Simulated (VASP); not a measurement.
Runs of VASP 6.6.1 on Al3B2N. The structure is that of space group P4/mmm (No. 123), or close to it. The cells are those of the table. The cell was built from a structure type or drawn by symmetry, and may not be a known phase.

```csv
task,cell,k mesh,cutoff (eV),gap on the mesh (eV),pressure (GPa),relaxed volume (Å³/atom)
single point,"a = 4.316, b = 4.316, c = 4.123 Å, 6 atoms",10 × 10 × 10,520,none,0.0,-
relaxation of cell and atoms,"relaxed from a = 4.241, b = 4.241, c = 4.253 Å, 6 atoms",4 × 4 × 4,600,none,-0.2,12.74
relaxation of cell and atoms,"relaxed from a = 4.309, b = 4.309, c = 4.127 Å, 6 atoms",10 × 10 × 10,600,none,0.0,(a)
single point,"a = 4.241, b = 4.241, c = 4.253 Å, 6 atoms",6 × 6 × 2,520,none,-0.1,-
single point,"a = 4.309, b = 4.309, c = 4.127 Å, 6 atoms",4 × 4 × 4,520,none,-0.3,-
```

Alike in all rows: level PBE; potentials or basis VASP PAW PBE potentials, release 64 (Al, B, N); no spin polarisation; smearing gaussian 0.1 eV.

Q: Fill in the values left out.

A: (a) 12.78.

Caveats: some runs use coarse meshes.

A gap of «none» marks levels without a gap at the run's occupations.
